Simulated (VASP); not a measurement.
# Ta2Si2O (P4mm) in VASP: further runs, part 2 of 2

VASP 6.6.1.

### Step 3. Single point, PBE

This run uses another cell than the first one, of 16.35 Å³/atom.

Contents of INCAR:

```
ALGO = Normal
EDIFF = 1E-6
ENCUT = 520
GGA = PE
ISIF = 2
ISMEAR = 0
LASPH = T
LCHARG = T
LELF = T
LREAL = F
LVHAR = T
LWAVE = F
NBANDS = 26
NELM = 60
PREC = Accurate
SIGMA = 0.1
```

Contents of KPOINTS:

```
k-points
0
Gamma
  4 4 4
```

Contents of POSCAR:

```
Ta2Si2O
1.0
    4.0512877500      0.0000000000      0.0000000000
    0.0000000000      4.0512877500      0.0000000000
    0.0000000000      0.0000000000      4.9811027100
Ta Si O
2 2 1
Direct
    0.0000000000      0.0000000000      0.4170985300
    0.5000000000      0.5000000000      0.8901591100
    0.5000000000      0.0000000000      0.7300651900
    0.0000000000      0.5000000000      0.7300651900
    0.5000000000      0.5000000000      0.3783945400
```

Potentials or basis: VASP PAW PBE potentials, release 64 (Ta_pv, Si, O).

On the command line:

```console
$ cat potpaw_PBE.64/Ta_pv/POTCAR potpaw_PBE.64/Si/POTCAR potpaw_PBE.64/O/POTCAR > POTCAR
$ mpirun -np 1 vasp_std > vasp.out
```

OUTCAR:

```text
EDIFF = 1E-6
   ENCUT = 520
   GGA = PE
   ISIF = 2
   ISMEAR = 0
   LASPH = T
   LREAL = F
   NELM = 60
   PREC = Accurate

 ion  position               nearest neighbor table
   1  0.000  0.000  0.417-   3 2.56   4 2.56   4 2.56   3 2.56
   2  0.500  0.500  0.890-   3 2.18   4 2.18   3 2.18   4 2.18   5 2.43   5 2.55
   3  0.500  0.000  0.730-   2 2.18   2 2.18   1 2.56   1 2.56   4 2.86   4 2.86   4 2.86   4 2.86

   4  0.000  0.500  0.730-   2 2.18   2 2.18   1 2.56   1 2.56   3 2.86   3 2.86   3 2.86   3 2.86

   5  0.500  0.500  0.378-   2 2.43   2 2.55

  LATTYP: Found a simple tetragonal cell.
 ALAT       =     4.0512877500
 C/A-ratio  =     1.2295109648

  Lattice vectors:

 A1 = (   4.0512877500,   0.0000000000,   0.0000000000)
 A2 = (   0.0000000000,   4.0512877500,   0.0000000000)
 A3 = (   0.0000000000,   0.0000000000,   4.9811027100)

Analysis of symmetry for initial positions (statically):
=====================================================================
 Subroutine PRICEL returns:
 Original cell was already a primitive cell.

 Routine SETGRP: Setting up the symmetry group for a
 simple tetragonal supercell.

 Subroutine GETGRP returns: Found  8 space group operations
 (whereof  8 operations were pure point group operations)
 out of a pool of 16 trial point group operations.

The static configuration has the point symmetry C_4v.

Analysis of symmetry for dynamics (positions and initial velocities):
=====================================================================
 Subroutine PRICEL returns:
 Original cell was already a primitive cell.

 Routine SETGRP: Setting up the symmetry group for a
 simple tetragonal supercell.

 Subroutine GETGRP returns: Found  8 space group operations
 (whereof  8 operations were pure point group operations)
 out of a pool of 16 trial point group operations.

The dynamic configuration has the point symmetry C_4v.

 Subroutine INISYM returns: Found  8 space group operations
 (whereof  8 operations are pure point group operations),
 and found     1 'primitive' translations

----------------------------------------------------------------------------------------

                                     Primitive cell

  volume of cell :      81.7545

  direct lattice vectors                    reciprocal lattice vectors
     4.051287750  0.000000000  0.000000000     0.246835096  0.000000000  0.000000000
     0.000000000  4.051287750  0.000000000     0.000000000  0.246835096  0.000000000
     0.000000000  0.000000000  4.981102710     0.000000000  0.000000000  0.200758759

  length of vectors
     4.051287750  4.051287750  4.981102710     0.246835096  0.246835096  0.200758759

  position of ions in fractional coordinates (direct lattice)
     0.000000000  0.000000000  0.417098530
     0.500000000  0.500000000  0.890159110
     0.500000000  0.000000000  0.730065190
     0.000000000  0.500000000  0.730065190
     0.500000000  0.500000000  0.378394540

  ion indices of the primitive-cell ions
   primitive index   ion index
[... 23 lines left out ...]

  Shift w.r.t. Gamma in fractional coordinates (k-lattice)
     0.000000000  0.000000000  0.000000000

 Subroutine IBZKPT returns following result:
 ===========================================

 Found     18 irreducible k-points:

 Following reciprocal coordinates:
            Coordinates               Weight
  0.000000  0.000000  0.000000      1.000000
  0.250000  0.000000  0.000000      4.000000
  0.500000  0.000000  0.000000      2.000000
  0.250000  0.250000  0.000000      4.000000
  0.500000  0.250000  0.000000      4.000000
  0.500000  0.500000  0.000000      1.000000
[... 10 lines left out ...]
  0.500000  0.250000  0.500000      4.000000
  0.500000  0.500000  0.500000      1.000000
   k-points           NKPTS =     18   k-points in BZ     NKDIM =     18   number of bands    NBANDS=     26
   number of dos      NEDOS =    301   number of ions     NIONS =      5
   total plane-waves  NPLWV =  36000
   dimension x,y,z NGX =    30 NGY =   30 NGZ =   40
   dimension x,y,z NGXF=    60 NGYF=   60 NGZF=   80
   ions per type =               2   2   1
   NGX,Y,Z   is equivalent  to a cutoff of  12.31, 12.31, 13.35 a.u.
   NGXF,Y,Z  is equivalent  to a cutoff of  24.62, 24.62, 26.70 a.u.
 SYSTEM =  unknown system
   PREC   = accura    normal or accurate (medium, high low for compatibility)
   ISTART =      0    job   : 0-new  1-cont  2-samecut
   ICHARG =      2    charge: 1-file 2-atom 10-const
   ISPIN  =      1    spin polarized calculation?
   LNONCOLLINEAR =      F non collinear calculations
   LSORBIT =      F    spin-orbit coupling
   LASPH  =      T    aspherical Exc in radial PAW
   ENCUT  =  520.0 eV  38.22 Ry    6.18 a.u.   7.53  7.53  9.26*2*pi/ulx,y,z
   NELM   =     60;   NELMIN=  2; NELMDL= -5     # of ELM steps
   EDIFF  = 0.1E-05   stopping-criterion for ELM
   LREAL  =      F    real-space projection
   EDIFFG = 0.1E-04   stopping-criterion for IOM
   NSW    =      0    number of steps for IOM
   IBRION =     -1    ionic relax: 0-MD 1-quasi-New 2-CG
   NFREE  =      0    steps in history (QN), initial steepest desc. (CG)
   ISIF   =      2    stress and relaxation
   ISYM   =      2    0-nonsym 1-usesym 2-fastsym
   POTIM  = 0.5000    time-step for ionic-motion
   TEBEG  =    0.0;   TEEND  =   0.0 temperature during run
   PSTRESS=    0.0 pullay stress
   NELECT =      36.0000    total number of electrons
   NUPDOWN=      -1.0000    fix difference up-down
   EMIN   =  10.00;   EMAX   =-10.00  energy-range for DOS
   EFERMI =   0.00;   METHOD = LEGACY
   ISMEAR =     0;   SIGMA  =   0.10  broadening in eV -4-tet -1-fermi 0-gaus
   EFERMI_NEDOS =   21; number of points for ismear=-14 and -15
   IALGO  =     38    algorithm
   IMIX   =      4    mixing-type and parameters
     AMIX     =   0.40;   BMIX     =  1.00
     AMIX_MAG =   1.60;   BMIX_MAG =  1.00
  volume/ion in A,a.u.               =      16.35       110.34
  Fermi-wavevector in a.u.,A,eV,Ry     =   1.245485  2.353625 21.105799  1.551232
  Thomas-Fermi vector in A             =   2.379705
   LORBIT       =      0    0 simple, 1 ext, 2 COOP (PROOUT), +10 PAW based schemes
   GGA     = PE    functional components
   LHFCALC =     F    Hartree Fock is set to
   AEXX    =    0.0000 exact exchange contribution
   IVDW    =     0    specifies the selected vdW correction
   LEPSILON=     F    determine dielectric tensor
   LRPA    =     F    only Hartree local field effects (RPA)
 non-spin polarized calculation
 Gauss-broadening in eV      SIGMA  =   0.10
  energy-cutoff  :      520.00
  volume of cell :       81.75
 maximum number of plane-waves:      2224
   NGX = 15   NGY = 15   NGZ = 19

 number of electron      36.0000000 magnetization

 Free energy of the ion-electron system (eV)
  ---------------------------------------------------
  ext. energy  EPLUGINS =         0.00000000
  ---------------------------------------------------
  free energy    TOTEN  =       -33.32044215 eV

  energy without entropy =      -33.31223633  energy(sigma->0) =      -33.31633924

 E-fermi :   6.0573     XC(G=0): -11.0642

 val. band max:        5.9752480574   @ k =   0.5000   0.5000   0.5000
 cond. band min:       6.0874774255   @ k =   0.5000   0.0000   0.0000
 fundamental gap:      0.1122293681
 Fermi energy:         6.0572770184

 k-point     1 :       0.0000    0.0000    0.0000
  band No.  band energies     occupation
      1     -29.3858      2.00000
      2     -29.2493      2.00000
      3     -29.2493      2.00000
      4     -28.3179      2.00000
      5     -28.3137      2.00000
      6     -28.3137      2.00000
[... 511 lines left out ...]
     25       9.5864      0.00000
     26       9.9880      0.00000

------------------------ aborting loop because EDIFF is reached ----------------------------------------

  FORCE on cell =-STRESS in cart. coord.  units (eV):
  Direction    XX          YY          ZZ          XY          YZ          ZX
  --------------------------------------------------------------------------------------
  -------------------------------------------------------------------------------------
  Total       19.2791985     19.2791985     -1.7598668      0.0000000      0.0000000      0.0000000
  in kB      377.8225527    377.8225527    -34.4888483      0.0000000      0.0000000      0.0000000
  external PRESSURE =     240.3854190 kB  Pullay stress =       0.0000000 kB

 VOLUME and BASIS-vectors are now :
 -----------------------------------------------------------------------------
  energy-cutoff  :      520.00
  volume of cell :       81.75
      direct lattice vectors                 reciprocal lattice vectors
     4.051287750  0.000000000  0.000000000     0.246835096  0.000000000  0.000000000
     0.000000000  4.051287750  0.000000000     0.000000000  0.246835096  0.000000000
     0.000000000  0.000000000  4.981102710     0.000000000  0.000000000  0.200758759

 POSITION                                       TOTAL-FORCE (eV/Angst)
 -----------------------------------------------------------------------------------
      0.00000      0.00000      2.07761        -0.000000      0.000000     -0.653553
      2.02564      2.02564      4.43397         0.000000     -0.000000      9.497979
      2.02564      0.00000      3.63653         0.000000      0.000000     -3.103887
      0.00000      2.02564      3.63653         0.000000      0.000000     -3.103887
      2.02564      2.02564      1.88482         0.000000      0.000000     -2.636652
 -----------------------------------------------------------------------------------
    total drift:                                0.000000      0.000000      0.000711

  FREE ENERGIE OF THE ION-ELECTRON SYSTEM (eV)
  ---------------------------------------------------
  free  energy   TOTEN  =       -33.3204421531 eV

  energy  without entropy=      -33.3122363264  energy(sigma->0) =      -33.31633924
```

OSZICAR:

```text
N       E                     dE             d eps       ncg     rms          rms(c)
DAV:   1     0.274229376801E+03    0.27423E+03   -0.19075E+04   936   0.133E+03
DAV:   2    -0.248720955671E+02   -0.29910E+03   -0.28985E+03  1110   0.356E+02
DAV:   3    -0.389536696391E+02   -0.14082E+02   -0.13809E+02  1198   0.709E+01
DAV:   4    -0.391924298717E+02   -0.23876E+00   -0.23770E+00  1124   0.952E+00
DAV:   5    -0.391958356988E+02   -0.34058E-02   -0.34030E-02  1172   0.115E+00    0.254E+01
DAV:   6    -0.352734274162E+02    0.39224E+01   -0.39828E+01  1062   0.295E+01    0.156E+01
DAV:   7    -0.338214110453E+02    0.14520E+01   -0.23351E+01  1248   0.189E+01    0.903E+00
DAV:   8    -0.333149341112E+02    0.50648E+00   -0.17675E+00  1142   0.872E+00    0.279E+00
DAV:   9    -0.333308365937E+02   -0.15902E-01   -0.23996E-01  1130   0.254E+00    0.883E-01
DAV:  10    -0.333211322586E+02    0.97043E-02   -0.52996E-02  1168   0.127E+00    0.317E-01
DAV:  11    -0.333203912968E+02    0.74096E-03   -0.56345E-03  1128   0.426E-01    0.175E-01
DAV:  12    -0.333204312123E+02   -0.39915E-04   -0.10078E-03  1112   0.164E-01    0.522E-02
DAV:  13    -0.333204473996E+02   -0.16187E-04   -0.84774E-05  1150   0.493E-02    0.255E-02
DAV:  14    -0.333204420108E+02    0.53888E-05   -0.15291E-05  1198   0.230E-02    0.637E-03
DAV:  15    -0.333204421531E+02   -0.14225E-06   -0.29707E-06   814   0.109E-02
   1 F= -.33320442E+02 E0= -.33316339E+02  d E =-.820583E-02
```

stdout:

```text
POSCAR found type information on POSCAR TaSiO
 POSCAR found :  3 types and       5 ions
 scaLAPACK will be used
 LDA part: xc-table for (Slater+PW92), standard interpolation
 POSCAR, INCAR and KPOINTS ok, starting setup
 FFT: planning ... GRIDC
 FFT: planning ... GRID_SOFT
 FFT: planning ... GRID
 WAVECAR not read
 entering main loop
```

Run time: 50 s. Hardware: 1 thread of Intel Xeon Platinum 8488C (Sapphire Rapids), shared host; peak memory 0.19 GiB.

What came out:

| Item | Value |
| --- | --- |
| Free energy | -33.3204 eV |
| Pressure | 24.0 GPa |
| Largest force | 9.498 eV/Å |
| Band gap on the k mesh | zero (bands 18 and 19 overlap by 0.59 eV) |

Forces on the atoms (eV/Å):
```
Ta   0.000  0.000 -0.654
Ta   0.000  0.000  9.498
Si   0.000  0.000 -3.104
Si   0.000  0.000 -3.104
O    0.000  0.000 -2.637
```

Levels at points of the mesh, in eV from the Fermi level:
| k point | band 16 | band 17 | band 18 | band 19 | band 20 | band 21 |
| --- | --- | --- | --- | --- | --- | --- |
| (0.00, 0.00, 0.00) | -2.48 | -1.26 | -0.13 | 0.46 | 0.46 | 0.79 |
| (0.50, 0.00, 0.00) | -1.84 | -1.67 | -0.99 | 0.03 | 0.70 | 0.77 |
| (0.50, 0.50, 0.00) | -1.80 | -1.80 | 0.38 | 0.46 | 0.61 | 1.14 |
| (0.00, 0.00, 0.50) | -2.67 | -1.05 | -0.30 | 0.30 | 0.30 | 0.94 |
| (0.50, 0.00, 0.50) | -1.45 | -0.93 | -0.86 | 0.74 | 0.86 | 1.02 |
| (0.50, 0.50, 0.50) | -1.02 | -0.08 | -0.08 | 0.24 | 0.47 | 0.47 |

Caveat: the k points lie up to 0.39 Å⁻¹ apart, too coarse for converged energies and pressures of a metal; spin-orbit coupling is left out, which moves the levels of the heavy elements; forces of over 1 eV/Å act on the atoms, so gaps and moduli don't describe the material at rest.

### Step 4. Single point, PBE

This run uses another cell than the first one, of 14.48 Å³/atom.

Contents of INCAR:

```
SYSTEM = Ta2Si2O
ALGO = Normal ; EDIFF = 1E-6
ENCUT = 520 ; GGA = PE
ISIF = 2 ; ISMEAR = 0
LASPH = .TRUE. ; LCHARG = .FALSE.
LREAL = .FALSE. ; LWAVE = .FALSE.
NBANDS = 26 ; NELM = 80
PREC = Accurate ; SIGMA = 0.1
```

Contents of KPOINTS:

```
k-points
0
G
  6 6 4
  0 0 0
```

Contents of POSCAR:

```
Ta2Si2O
1.0
    3.3277568472      0.0000000000      0.0000000000
    0.0000000000      3.3277568472      0.0000000000
    0.0000000000      0.0000000000      6.5362459708
Ta Si O
2 2 1
Direct
    0.0000000000      0.0000000000      0.3832686613
    0.5000000000      0.5000000000      0.0170988345
    0.5000000000      0.0000000000      0.7091104476
    0.0000000000      0.5000000000      0.7091104476
    0.5000000000      0.5000000000      0.3271941690
```

On the command line:

```console
$ cat potpaw_PBE.64/Ta_pv/POTCAR potpaw_PBE.64/Si/POTCAR potpaw_PBE.64/O/POTCAR > POTCAR
$ mpirun -np 1 vasp_std > vasp.out
```

Run time: 61 s. Hardware: 1 thread of Intel Xeon Platinum 8488C (Sapphire Rapids), shared host; peak memory 0.2 GiB.

Results (log left out):

| Item | Value |
| --- | --- |
| Free energy | -41.8629 eV |
| Pressure | 0.1 GPa |
| Largest force | 0.066 eV/Å |
| Band gap on the k mesh | zero (bands 18 and 19 overlap by 1.61 eV) |

Forces on the atoms (eV/Å):
```
Ta   0.000  0.000 -0.002
Ta   0.000  0.000 -0.066
Si   0.000  0.000  0.021
Si   0.000  0.000  0.021
O    0.000  0.000  0.026
```

Stress tensor (GPa, compression positive):
```
-0.03  0.00  0.00
 0.00 -0.03  0.00
 0.00  0.00  0.32
```

Levels at points of the mesh, in eV from the Fermi level:
| k point | band 14 | band 15 | band 16 | band 17 | band 18 | band 19 | band 20 | band 21 | band 22 | band 23 |
| --- | --- | --- | --- | --- | --- | --- | --- | --- | --- | --- |
| (0.00, 0.00, 0.00) | -3.63 | -3.17 | -3.17 | -2.23 | -0.28 | 0.79 | 0.79 | 1.13 | 2.00 | 2.23 |
| (0.50, 0.00, 0.00) | -3.15 | -1.57 | -0.91 | -0.83 | -0.75 | 0.13 | 0.57 | 1.39 | 3.35 | 3.47 |
| (0.50, 0.50, 0.00) | -6.46 | -2.75 | -2.75 | -1.91 | 0.59 | 0.77 | 0.77 | 1.61 | 2.77 | 3.68 |
| (0.00, 0.00, 0.50) | -2.98 | -2.98 | -2.76 | -2.31 | 0.01 | 0.01 | 0.12 | 0.79 | 1.18 | 2.59 |
| (0.50, 0.00, 0.50) | -3.55 | -2.32 | -1.51 | -1.26 | -0.55 | 0.56 | 1.38 | 2.33 | 2.37 | 2.85 |
| (0.50, 0.50, 0.50) | -4.81 | -3.25 | -3.25 | -3.03 | 0.85 | 1.98 | 1.98 | 2.77 | 2.82 | 3.28 |

Caveat: spin-orbit coupling is left out, which moves the levels of the heavy elements.

### Step 5. Overview

| cell | k mesh | gap on the mesh (eV) | pressure (GPa) | largest force (eV/Å) |
| --- | --- | --- | --- | --- |
| a = 3.338, b = 3.338, c = 6.468 Å, 5 atoms, atomic positions A | 4 × 4 × 4 | none | 0.1 | 0.06 |
| a = 4.051, b = 4.051, c = 4.981 Å, 5 atoms, atomic positions B | 4 × 4 × 4 | none | 24.0 | 9.50 |
| a = 3.328, b = 3.328, c = 6.536 Å, 5 atoms, atomic positions C | 6 × 6 × 4 | none | 0.1 | 0.07 |

Alike in all rows: task single point; level PBE; potentials or basis VASP PAW PBE potentials, release 64 (Ta_pv, Si, O); no spin polarisation; cutoff (eV) 520; smearing gaussian 0.1 eV.

Caveats: some runs use coarse meshes; spin-orbit coupling is left out, which moves the levels of the heavy elements; forces of over 1 eV/Å act on the atoms, so gaps and moduli don't describe the material at rest (at least some runs).

Total energies depend on the potentials used, so only differences within one code and one set of settings carry meaning.

The gap in the log of VASP goes by the Fermi energy; the results here count the filled bands.